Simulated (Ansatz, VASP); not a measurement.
# Two plane-wave programs on C

```
CELL_PARAMETERS angstrom
2.49828 0.00000 0.00000
-1.24914 2.16358 0.00000
0.00000 0.00000 4.22300
ATOMIC_POSITIONS crystal
C 0.33333 0.66667 0.99974
C 0.66667 0.33333 0.49974
C 0.33333 0.66667 0.37426
C 0.66667 0.33333 0.87426
```

Change from the starting cell: strained cell.

Alike in both runs: task relaxation of the atoms; functional PBEsol; k mesh 9 × 9 × 6; occupations gaussian, width 0.02 eV; no spin polarisation.

|  | VASP | Ansatz |
| --- | --- | --- |
| version | VASP 6.6.1 | Ansatz 0.2.0 |
| potentials or method | VASP PAW PBE potentials, release 64 (C), cutoff 520 eV | scalar-relativistic, plane waves, PAW |
| valence electrons in the cell | 16 | 16 |

Ansatz gave:

| Property | Result |
| --- | --- |
| gap on the k mesh at the Fermi level, each at its own relaxed structure (eV) | 3.11 |

Problem. Estimate VASP's values.

Solution. gap on the k mesh at the Fermi level, each at its own relaxed structure (eV): 3.08.

VASP's potentials were made for PBE, not for PBEsol, and Ansatz warns of the same on its side. Ansatz's warnings: stress scf threshold loose.
